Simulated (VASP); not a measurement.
# NaMgBr3 in VASP: notebook, part 2 of 2

VASP 6.6.1. The steps go on from the part before.

### Step 4. Single point, r2SCAN (strain +3.0%)

POSCAR reads:

```
NaMgBr3
1.0
    5.4268671630      0.0000000000      0.0000000000
    0.0000000000      5.4268671630      0.0000000000
    0.0000000000      0.0000000000      5.4268671630
Na Mg Br
1 1 3
Direct
    0.0000000000      0.0000000000      0.0000000000
    0.5000000000      0.5000000000      0.5000000000
    0.5000000000      0.5000000000      0.0000000000
    0.5000000000      0.0000000000      0.5000000000
    0.0000000000      0.5000000000      0.5000000000
```

INCAR.step1 reads:

```
SYSTEM = NaMgBr3
  PREC = Accurate
  ENCUT = 520
  ISMEAR = 0
  SIGMA = 0.01
  LREAL = .FALSE.
  LASPH = .TRUE.
  NELM = 60
  NBANDS = 23
  GGA = PE
  ALGO = Normal
  EDIFF = 1E-4
  LWAVE = .TRUE.
  LCHARG = .FALSE.
```

INCAR.step2 reads:

```
SYSTEM = NaMgBr3
  PREC = Accurate
  ENCUT = 520
  EDIFF = 1E-7
  ISMEAR = 0
  SIGMA = 0.01
  LREAL = .FALSE.
  LASPH = .TRUE.
  NELM = 60
  ALGO = Normal
  ISIF = 2
  LWAVE = .FALSE.
  LCHARG = .TRUE.
  METAGGA = R2SCAN
  LMIXTAU = .TRUE.
  LELF = .TRUE.
  LVHAR = .TRUE.
  NBANDS = 23
  ISTART = 1
```

KPOINTS reads:

```
regular mesh
0
G
  6 6 6
  0 0 0
```

Potentials or basis: VASP PAW PBE potentials, release 64 (Na_pv, Mg, Br).

On the command line:

```console
> cat potpaw_PBE.64/Na_pv/POTCAR potpaw_PBE.64/Mg/POTCAR potpaw_PBE.64/Br/POTCAR > POTCAR
> cp INCAR.step1 INCAR
> mpirun -np 1 vasp_std > vasp.out
> cp INCAR.step2 INCAR
> mpirun -np 1 vasp_std > vasp.out
```

OUTCAR:

```text
SYSTEM = NaMgBr3
   PREC = Accurate
   ENCUT = 520
   EDIFF = 1E-7
   ISMEAR = 0
   LREAL = .FALSE.
   LASPH = .TRUE.
   NELM = 60
   ISIF = 2
   METAGGA = R2SCAN
   ISTART = 1

 ion  position               nearest neighbor table
   1  0.000  0.000  0.000-
   2  0.500  0.500  0.500-   3 2.71   4 2.71   5 2.71   3 2.71   4 2.71   5 2.71
   3  0.500  0.500  0.000-   2 2.71   2 2.71
   4  0.500  0.000  0.500-   2 2.71   2 2.71
   5  0.000  0.500  0.500-   2 2.71   2 2.71

  LATTYP: Found a simple cubic cell.
 ALAT       =     5.4268671630

  Lattice vectors:

 A1 = (   5.4268671630,   0.0000000000,   0.0000000000)
 A2 = (   0.0000000000,   5.4268671630,   0.0000000000)
 A3 = (   0.0000000000,   0.0000000000,   5.4268671630)

Analysis of symmetry for initial positions (statically):
=====================================================================
 Subroutine PRICEL returns:
 Original cell was already a primitive cell.

 Routine SETGRP: Setting up the symmetry group for a
 simple cubic supercell.

 Subroutine GETGRP returns: Found 48 space group operations
[... 167 lines left out ...]

 val. band max:       -0.9085707330   @ k =   0.5000   0.5000   0.5000
 cond. band min:       2.3907096108   @ k =   0.0000   0.0000   0.0000
 fundamental gap:      3.2992803438
 Fermi energy:        -0.7998720379

 k-point     1 :       0.0000    0.0000    0.0000
  band No.  band energies     occupation
      1     -25.1875      2.00000
      2     -25.1875      2.00000
      3     -25.1875      2.00000
      4     -14.9604      2.00000
      5     -14.2962      2.00000
      6     -14.2962      2.00000
[... 509 lines left out ...]
     22       8.3587      0.00000
     23       9.0629      0.00000

------------------------ aborting loop because EDIFF is reached ----------------------------------------

  FORCE on cell =-STRESS in cart. coord.  units (eV):
  Direction    XX          YY          ZZ          XY          YZ          ZX
  --------------------------------------------------------------------------------------
  -------------------------------------------------------------------------------------
  Total       -2.1717204     -2.1717204     -2.1717204      0.0000000      0.0000000      0.0000000
  in kB      -21.7704256    -21.7704256    -21.7704256      0.0000000      0.0000000      0.0000000
  external PRESSURE =     -21.7704256 kB  Pullay stress =       0.0000000 kB

 VOLUME and BASIS-vectors are now :
 -----------------------------------------------------------------------------
  energy-cutoff  :      520.00
  volume of cell :      159.83
      direct lattice vectors                 reciprocal lattice vectors
     5.426867163  0.000000000  0.000000000     0.184268376  0.000000000  0.000000000
     0.000000000  5.426867163  0.000000000     0.000000000  0.184268376  0.000000000
     0.000000000  0.000000000  5.426867163     0.000000000  0.000000000  0.184268376

 POSITION                                       TOTAL-FORCE (eV/Angst)
 -----------------------------------------------------------------------------------
      0.00000      0.00000      0.00000         0.000000      0.000000      0.000000
      2.71343      2.71343      2.71343         0.000000      0.000000      0.000000
      2.71343      2.71343      0.00000         0.000000      0.000000      0.000000
      2.71343      0.00000      2.71343         0.000000      0.000000      0.000000
      0.00000      2.71343      2.71343         0.000000      0.000000      0.000000
 -----------------------------------------------------------------------------------
    total drift:                                0.000000     -0.000000     -0.000000

  FREE ENERGIE OF THE ION-ELECTRON SYSTEM (eV)
  ---------------------------------------------------
  free  energy   TOTEN  =       -55.2904753319 eV

  energy  without entropy=      -55.2904753319  energy(sigma->0) =      -55.29047533
```

OUTCAR.step1:

```text
SYSTEM = NaMgBr3
   PREC = Accurate
   ENCUT = 520
   ISMEAR = 0
   LREAL = .FALSE.
   LASPH = .TRUE.
   NELM = 60
[... 744 lines left out ...]
      2.71343      2.71343      0.00000         0.000000      0.000000      0.000000
      2.71343      0.00000      2.71343         0.000000      0.000000      0.000000
      0.00000      2.71343      2.71343         0.000000      0.000000      0.000000
 -----------------------------------------------------------------------------------
    total drift:                                0.000000     -0.000000     -0.000000

  FREE ENERGIE OF THE ION-ELECTRON SYSTEM (eV)
  ---------------------------------------------------
  free  energy   TOTEN  =       -14.5611600404 eV

  energy  without entropy=      -14.5611600404  energy(sigma->0) =      -14.56116004
```

OSZICAR.step1:

```text
N       E                     dE             d eps       ncg     rms          rms(c)
DAV:   1     0.213475742868E+03    0.21348E+03   -0.12338E+04   944   0.110E+03
DAV:   2     0.730822210765E+01   -0.20617E+03   -0.19408E+03  1157   0.239E+02
DAV:   3    -0.147935954037E+02   -0.22102E+02   -0.21965E+02  1193   0.832E+01
DAV:   4    -0.152464335168E+02   -0.45284E+00   -0.45248E+00  1095   0.144E+01
DAV:   5    -0.152548047033E+02   -0.83712E-02   -0.83703E-02  1167   0.189E+00    0.356E+00
DAV:   6    -0.146884367145E+02    0.56637E+00   -0.72633E-01  1082   0.348E+00    0.213E+00
DAV:   7    -0.145659350709E+02    0.12250E+00   -0.35771E-01  1084   0.251E+00    0.108E+00
DAV:   8    -0.145612530574E+02    0.46820E-02   -0.23155E-02   955   0.100E+00    0.220E-01
DAV:   9    -0.145611600404E+02    0.93017E-04   -0.55953E-04  1290   0.146E-01
   1 F= -.14561160E+02 E0= -.14561160E+02  d E =-.573465E-52
```

It took 2.5 min on 1 thread of Oxide Virtual Turin-like, shared host; peak memory 0.26 GiB.

Results:

| Item | Value |
| --- | --- |
| Free energy | -55.2905 eV |
| Pressure | -2.2 GPa |
| Band gap on the k mesh | 3.30 eV (least direct gap 3.80 eV) |

Caveat: the cell differs from its parent crystal (strain +3.0%); the PAW data sets were made with another functional, which shifts forces and pressure a little.

### Step 5. Single point, PBE (uniaxial x strain +1.0%)

INCAR reads:

```
PREC = Accurate
ENCUT = 520
EDIFF = 1E-6
ISMEAR = -1
SIGMA = 0.02
LREAL = F
LASPH = T
NELM = 80
ALGO = Normal
ISIF = 2
LWAVE = F
LCHARG = T
GGA = PE
LELF = T
LVHAR = T
NBANDS = 23
```

KPOINTS reads:

```
Automatic mesh
0
Gamma
  6 6 6
```

Changes to POSCAR since step 4:

```diff
@@ -2,5 +2,5 @@
 1.0
-    5.4268671630      0.0000000000      0.0000000000
-    0.0000000000      5.4268671630      0.0000000000
-    0.0000000000      0.0000000000      5.4268671630
+    5.3214911016      0.0000000000      0.0000000000
+    0.0000000000      5.2688030709      0.0000000000
+    0.0000000000      0.0000000000      5.2688030709
 Na Mg Br
```

On the command line:

```console
> cat potpaw_PBE.64/Na_pv/POTCAR potpaw_PBE.64/Mg/POTCAR potpaw_PBE.64/Br/POTCAR > POTCAR
> mpirun -np 1 vasp_std > vasp.out
```

Wall time 76 s (1 thread of Oxide Virtual Turin-like, shared host); peak memory 0.27 GiB.

The run converged. Its results:

```yaml
Free_energy: -14.6078 eV
Pressure: 0.3 GPa
Band_gap_on_the_k_mesh: 2.77 eV (least direct gap 3.32 eV)
```

Stress tensor (GPa, compression positive):
```
0.13 0.00 0.00
0.00 0.45 0.00
0.00 0.00 0.45
```

Levels at points of the mesh, in eV from the valence-band top:
| k point | band 11 | band 12 | band 13 | band 14 | band 15 | band 16 | band 17 | band 18 | band 19 | band 20 |
| --- | --- | --- | --- | --- | --- | --- | --- | --- | --- | --- |
| (0.00, 0.00, 0.00) | -0.83 | -0.83 | -0.56 | -0.56 | -0.54 | 2.77 | 3.18 | 7.00 | 7.00 | 7.01 |
| (0.50, 0.00, 0.00) | -1.29 | -1.29 | -1.05 | -0.64 | -0.64 | 4.99 | 5.01 | 5.56 | 7.50 | 7.78 |
| (0.00, 0.50, 0.00) | -1.33 | -1.31 | -1.06 | -0.66 | -0.64 | 5.06 | 5.06 | 5.54 | 7.50 | 7.73 |
| (0.50, 0.50, 0.00) | -1.44 | -1.28 | -1.26 | -1.15 | -0.04 | 5.27 | 6.77 | 6.84 | 6.89 | 7.00 |
| (0.00, 0.50, 0.50) | -1.43 | -1.29 | -1.29 | -1.15 | -0.01 | 5.24 | 6.82 | 6.82 | 6.83 | 7.05 |
| (0.50, 0.50, 0.50) | -1.14 | -1.13 | -0.03 | -0.03 | 0.00 | 3.86 | 5.79 | 5.89 | 5.89 | 8.82 |

Caveat: the cell differs from its parent crystal (uniaxial x strain +1.0%). A k mesh can miss the band edges.

### Step 6. Summary

| level | cell | smearing | gap on the mesh (eV) | pressure (GPa) |
| --- | --- | --- | --- | --- |
| PBE | a = 5.427 Å, 5 atoms | fermi-dirac 0.02 eV | 2.49 | -1.5 |
| r2SCAN | a = 5.269 Å, 5 atoms | gaussian 0.01 eV | 3.63 | -0.1 |
| r2SCAN | a = 5.427 Å, 5 atoms | gaussian 0.01 eV | 3.30 | -2.2 |
| PBE | a = 5.321, b = 5.269, c = 5.269 Å, 5 atoms | fermi-dirac 0.02 eV | 2.77 | 0.3 |

Alike in all rows: task single point; potentials or basis VASP PAW PBE potentials, release 64 (Na_pv, Mg, Br); no spin polarisation; k mesh 6 × 6 × 6; cutoff (eV) 520.

Caveats: the PAW data sets were made with another functional, which shifts forces and pressure a little (at least some runs).

Total energies depend on the potentials used, so only differences within one code and one set of settings carry meaning.
